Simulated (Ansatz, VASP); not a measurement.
# One calculation of EuMo, two programs

Contents of INCAR:

```
SYSTEM = EuMo
  ALGO = Normal
  EDIFF = 1E-6
  EDIFFG = -0.04
  ENCUT = 600
  GGA = PE
  IBRION = 2
  ISIF = 3
  ISMEAR = 0
  ISPIN = 2
  LASPH = .True.
  LCHARG = .False.
  LMAXMIX = 6
  LORBIT = 11
  LREAL = .False.
  LWAVE = .False.
  MAGMOM = 7 0
  NELM = 150
  NSW = 90
  PREC = Accurate
  SIGMA = 0.1
```

Contents of KPOINTS:

```
k-points
0
Gamma
  6 6 6
  0 0 0
```

POSCAR

```
EuMo
1.0
    0.0000000000      2.9065556100      2.9065556100
    2.9065556100      0.0000000000      2.9065556100
    2.9065556100      2.9065556100      0.0000000000
Eu Mo
1 1
Direct
    0.0000000000      0.0000000000      0.0000000000
    0.7500000000      0.7500000000      0.7500000000
```

Input for Ansatz:

```yaml
crystal:
  lattice:
    - [0.0, 2.90655561, 2.90655561]
    - [2.90655561, 0.0, 2.90655561]
    - [2.90655561, 2.90655561, 0.0]
  atoms:
    - { symbol: Eu, position: [0.0, 0.0, 0.0], spin: 7.0 }
    - { symbol: Mo, position: [0.75, 0.75, 0.75] }
basis:
  ecutwfc: 420
kpoints:
  mp_grid: { grid: [6, 6, 6] }
hamiltonian:
  xc: pbe
scf:
  occupations: { method: gaussian, width: 0.1 }
  lower_state_search: "off"
output:
  forces: true
  stress: true
  eigenvalues: true
  populations: true
magnetization:
  spin_polarized: true
relax:
  adjacent_minimum: "off"
  f_tol: 0.04
  max_steps: 70
  cell: { stress_tol: 0.4 }
```

Change from the starting cell: species swapped into the HgSe type (F-43m, No. 216).

Alike in both runs: task relaxation of cell and atoms; functional PBE; k mesh 6 × 6 × 6; occupations gaussian, width 0.1 eV; collinear spin.

```csv
,VASP,Ansatz
version,VASP 6.6.1,Ansatz 0.2.0
potentials or method,"VASP PAW PBE potentials, release 64 (Eu, Mo_sv), cutoff 600 eV","scalar-relativistic, plane waves, PAW"
valence electrons in the cell,31,31
```

Ansatz gave:

| Item | Value |
| --- | --- |
| gap on the k mesh at the Fermi level, each at its own relaxed structure (eV) | none |
| net moment per atom (μB) | 1.85 |
| size of the moment on the site where the two differ most (μB) | 2.04 |
| relaxed volume (Å³/atom) | 28.66 |
| relaxed cell length with the largest relative difference (Å) | 4.328 |

**Question.** Which values does VASP return?

**Answer.** gap on the k mesh at the Fermi level, each at its own relaxed structure (eV): none; net moment per atom (μB): 1.82; size of the moment on the site where the two differ most (μB): 2.45; relaxed volume (Å³/atom): 29.46; relaxed cell length with the largest relative difference (Å): 4.368.

Site moments also hang on the region over which each program counts them. A gap of «none» marks a metal or a gap that the smearing closes.

Spin-orbit coupling is off throughout. Noted on VASP's run: the volume moved by over 15 % at a fixed basis, so the end points are rough.
